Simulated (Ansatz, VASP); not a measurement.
## Y in VASP and in Ansatz

Contents of INCAR:

```
SYSTEM = Y
ALGO = Normal
EDIFF = 1E-6
ENCUT = 520
GGA = PS
ISIF = 2
ISMEAR = 0
LASPH = .TRUE.
LCHARG = .FALSE.
LREAL = .FALSE.
LWAVE = .FALSE.
NBANDS = 12
NELM = 100
PREC = Accurate
SIGMA = 0.1
```

File KPOINTS:

```
k-points
0
G
  6 6 6
  0 0 0
```

File POSCAR:

```
Y
1.0
    0.0000000000      2.7363175881      2.7363175881
    2.7363175881      0.0000000000      2.7363175881
    2.7363175881      2.7363175881      0.0000000000
Y
1
Direct
    0.0000000000      0.0000000000      0.0000000000
```

Input for Ansatz:

```yaml
crystal:
  lattice:
    - [0.0, 2.7363175881, 2.7363175881]
    - [2.7363175881, 0.0, 2.7363175881]
    - [2.7363175881, 2.7363175881, 0.0]
  atoms:
    - { symbol: "Y", position: [0.0, 0.0, 0.0] }
basis:
  ecutwfc: 420
kpoints:
  mp_grid: { grid: [6, 6, 6] }
hamiltonian:
  xc: pbesol
scf:
  occupations: { method: gaussian, width: 0.1 }
output:
  forces: true
  stress: true
  eigenvalues: true
```

Alike in both runs: task single point; functional PBEsol; k mesh 6 × 6 × 6; occupations gaussian, width 0.1 eV; no spin polarisation.

|  | VASP | Ansatz |
| --- | --- | --- |
| version | VASP 6.6.1 | Ansatz 0.2.0 |
| potentials or method | VASP PAW PBE potentials, release 64 (Y_sv), cutoff 520 eV | scalar-relativistic, plane waves, PAW |
| valence electrons in the cell | 11 | 11 |

|  | VASP | Ansatz | Ansatz less VASP |
| --- | --- | --- | --- |
| gap on the k mesh at the Fermi level (eV) | none | none | - |
| pressure (GPa) | -7.5 | -7.5 | +0.07 |

VASP's potentials were made for PBE, not for PBEsol. A gap of «none» marks a metal or a gap that the smearing closes.
